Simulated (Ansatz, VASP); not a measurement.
One calculation of Pt, two programs

```
CELL_PARAMETERS angstrom
2.77023 0.00000 0.00000
0.00000 2.77023 0.00000
0.00000 0.00000 41.46504
ATOMIC_POSITIONS crystal
Pt 0.50000 0.50000 0.19293
Pt 0.00000 0.00000 0.24017
Pt 0.50000 0.50000 0.28742
Pt 0.00000 0.00000 0.33466
Pt 0.50000 0.50000 0.38190
Pt 0.00000 0.00000 0.42914
Pt 0.50000 0.50000 0.47638
Pt 0.00000 0.00000 0.52362
Pt 0.50000 0.50000 0.57086
Pt 0.00000 0.00000 0.61810
Pt 0.50000 0.50000 0.66534
Pt 0.00000 0.00000 0.71258
Pt 0.50000 0.50000 0.75983
Pt 0.00000 0.00000 0.80707
```

Alike in both runs: task single point; functional PBEsol; k mesh 12 × 12 × 1; no spin polarisation.

```csv
,VASP,Ansatz
version,VASP 6.6.1,Ansatz 0.2.0
potentials or method,"VASP PAW PBE potentials, release 64 (Pt)","plane-wave PAW, scalar-relativistic"
plane-wave cutoff (eV),520,420
occupations,"methfessel-paxton of order 1, width 0.1 eV","cold, width 0.1 eV"
valence electrons in the cell,140,252
```

|  | VASP | Ansatz | Ansatz less VASP |
| --- | --- | --- | --- |
| rms of the force components (eV/Å) | 0.105 | 0.105 | -0.0004 |

VASP's potentials were made for PBE, not for PBEsol. Atom by atom the forces differ by 0.003 eV/Å (rms over components). VASP's potentials hold 140 valence electrons a cell and Ansatz's 252, so a difference there can come from the potentials and not from the codes.

Spin-orbit coupling is off throughout.
